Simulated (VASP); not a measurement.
## PbF2: single point with PBE

The system is PbF2.

```
Pb F
1.0
     0.00000    2.96352    2.96352
     2.96352    0.00000    2.96352
     2.96352    2.96352    0.00000
Pb F
1 2
Direct
  0.00000 0.00000 0.00000
  0.25000 0.25000 0.25000
  0.75000 0.75000 0.75000
```

This cell differs from its parent crystal: strained.

```yaml
Program: VASP 6.6.1
Task: single point
Functional: PBE
Potentials_or_basis: VASP PAW PBE potentials, release 64 (Pb_d, F)
Cutoff: 520 eV
k_mesh: 8 × 8 × 8
Occupations: gaussian, width 0.02 eV
Spin: no spin polarisation
```

```yaml
Pressure: 2.5 GPa
Band_gap_on_the_k_mesh: 4.42 eV, indirect (least direct gap 4.56 eV)
```

Levels at points of the mesh, in eV from the valence-band top:
```tsv
k point	band 10	band 11	band 12	band 13	band 14	band 15	band 16	band 17	band 18	band 19
(0.00, 0.00, 0.00)	-2.48	-2.48	-1.98	-1.98	-1.98	6.77	6.77	6.77	10.64	15.15
(0.50, 0.00, 0.00)	-2.68	-2.68	-2.15	-2.15	-0.03	5.03	7.67	7.67	13.22	13.75
(0.50, 0.50, 0.00)	-3.56	-1.56	-1.56	-1.56	-0.15	4.42	7.90	7.90	8.96	14.20
```

It took 10 s on 1 thread of Intel(R) Xeon(R) 6975P-C (Granite Rapids) (shared host), peak memory 0.18 GiB.

Caveat: the cell differs from its parent crystal (strained); spin-orbit coupling is left out, which moves the levels of the heavy elements. A k mesh can miss the band edges.
